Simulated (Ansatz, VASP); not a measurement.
# SiC in VASP and in Ansatz

```
Si C
1.0
     3.13911    0.00000    0.00000
    -1.56955    2.71855    0.00000
     0.00000    0.00000   10.27826
Si C
4 4
Cartesian
  0.0000 0.0000 -0.0011
  0.0000 1.8124 2.5681
  0.0000 0.0000 5.1380
  1.5696 0.9062 7.7072
  0.0000 0.0000 1.9249
  0.0000 1.8124 4.5017
  0.0000 0.0000 7.0640
  1.5696 0.9062 9.6408
```

Change from the starting cell: hydrostatic strain +2.0%.

Alike in both runs: task single point; functional PBE; k mesh 12 × 12 × 4; occupations fermi-dirac, width 0.02 eV; no spin polarisation.

|  | VASP | Ansatz |
| --- | --- | --- |
| version | VASP 6.6.1 | Ansatz 0.2.0 |
| potentials or method | VASP PAW PBE potentials, release 64 (Si, C) | plane waves, PAW |
| plane-wave cutoff (eV) | 520 | 420 |
| valence electrons in the cell | 32 | 32 |

```tsv
	VASP	Ansatz	Ansatz less VASP
gap on the k mesh at the Fermi level (eV)	2.21	2.21	0.000
pressure (GPa)	-8.5	-8.5	+0.03
rms of the force components (eV/Å)	0.003	0.003	+0.0003
```

Atom by atom the forces differ by 0.000 eV/Å (rms over components). The functional is the same, so the differences come from potentials, cutoffs and numerics.
